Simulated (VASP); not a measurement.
Set up this calculation in VASP 6.6.1, as the native input.

```
Task                   : single point
Functional             : LDA
Potentials or basis    : VASP PAW LDA potentials, release 64 (Ga_d, P)
Cutoff                 : 520 eV
k mesh                 : 8 × 8 × 8
Occupations            : gaussian, width 0.01 eV
Spin                   : no spin polarisation
Dipole correction      : no
Further INCAR settings : ALGO = Normal; EDIFF = 1e-07; NBANDS = 16
```

The structure of GaP lies in POSCAR:

```
GaP
1.0
    0.0000000000      2.6858640595      2.6858640595
    2.6858640595      0.0000000000      2.6858640595
    2.6858640595      2.6858640595      0.0000000000
Ga P
1 1
Direct
    0.0000000000      0.0000000000      0.0000000000
    0.7500000000      0.7500000000      0.7500000000
```

These files were run (other wordings do the same):

INCAR

```
PREC = Accurate ; ENCUT = 520
EDIFF = 1E-7 ; ISMEAR = 0
SIGMA = 0.01 ; LREAL = False
LASPH = True ; NELM = 60
ALGO = Normal ; ISIF = 2
LWAVE = False ; LCHARG = False
NBANDS = 16
```

KPOINTS

```
regular mesh
0
Gamma
  8 8 8
```

Potentials or basis: VASP PAW LDA potentials, release 64 (Ga_d, P).

Launch:

```console
$ cat potpaw_LDA.64/Ga_d/POTCAR potpaw_LDA.64/P/POTCAR > POTCAR
$ mpirun -np 1 vasp_std > vasp.out
```

Results of the run:

```json
{
  "Pressure": "1.1 GPa",
  "Band gap on the k mesh": "1.41 eV (least direct gap 2.00 eV)"
}
```

It used 8.2 s of CPU time on 1 thread of Intel(R) Xeon(R) Platinum 8559C (Emerald Rapids) (shared host).
